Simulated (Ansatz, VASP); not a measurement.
## GaN in VASP and in Ansatz

```
Ga N
1.0
     0.00000    2.13524    2.13524
     2.13524    0.00000    2.13524
     2.13524    2.13524    0.00000
Ga N
1 1
Direct
  0.00000 0.00000 0.00000
  0.50000 0.50000 0.50000
```

Alike in both runs: task single point; functional r2SCAN; k mesh 7 × 7 × 7; no spin polarisation.

|  | VASP | Ansatz |
| --- | --- | --- |
| version | VASP 6.6.1 | Ansatz 0.2.0 |
| potentials or method | VASP PAW PBE potentials, release 64 (Ga_d, N), cutoff 660 eV | plane waves, PAW |
| occupations | gaussian, width 0.01 eV | fixed |
| valence electrons in the cell | 18 | 18 |

Ansatz gave:

| Property | Result |
| --- | --- |
| gap on the k mesh at the Fermi level (eV) | 1.33 |

Question: What did VASP give for the same quantities?

Answer: gap on the k mesh at the Fermi level (eV): 1.31.

VASP's potentials were made for PBE, not for r2SCAN.
